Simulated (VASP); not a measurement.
Wanted: the native input for a VASP 6.6.1 run.

* Task: single point
* Functional: PBE
* Potentials or basis: VASP PAW PBE potentials, release 64 (In_d, Sb, As)
* Cutoff: 520 eV
* k mesh: 12 × 12 × 4
* Occupations: gaussian, width 0.1 eV
* Spin: no spin polarisation
* Dipole correction: no
* Further INCAR settings: ALGO = Normal; EDIFF = 1e-07; NBANDS = 36

The structure of In3SbAs2 lies in POSCAR:

```
In3SbAs2
1.0
    4.4810051781      0.0000000000      0.0000000000
   -2.2405025891      3.8806643188      0.0000000000
    0.0000000000      0.0000000000     10.9911255865
In Sb As
3 1 2
Direct
    0.0000000000      0.0000000000      0.9877127600
    0.3333333333      0.6666666667      0.6664183526
    0.6666666667      0.3333333333      0.3467162063
    0.0000000000      0.0000000000      0.2484604018
    0.3333333333      0.6666666667      0.9108004756
    0.6666666667      0.3333333333      0.5898918034
```

The input as run:

INCAR

```
ALGO = Normal ; EDIFF = 1E-7
ENCUT = 520 ; GGA = PE
ISIF = 2 ; ISMEAR = 0
LASPH = T ; LCHARG = T
LELF = T ; LREAL = F
LVHAR = T ; LWAVE = F
NBANDS = 36 ; NELM = 80
PREC = Accurate ; SIGMA = 0.1
```

KPOINTS

```
k-points
0
Gamma
  12 12 4
```

Potentials or basis: VASP PAW PBE potentials, release 64 (In_d, Sb, As).

Command:

```bash
$ cat potpaw_PBE.64/In_d/POTCAR potpaw_PBE.64/Sb/POTCAR potpaw_PBE.64/As/POTCAR > POTCAR
$ mpirun -np 1 vasp_std > vasp.out
```

Results of the run:

```
Pressure               : 0.0 GPa
Largest force          : 0.013 eV/Å
Band gap on the k mesh : zero (filled and empty bands touch)
```

Caveat: semilocal functionals underestimate gaps, so a narrow gap can read as zero; spin-orbit coupling is left out, which moves the levels of the heavy elements.

Run time: 3.5 min on 1 thread of Intel(R) Xeon(R) 6975P-C (Granite Rapids), with other jobs on the host, peak memory 0.61 GiB.
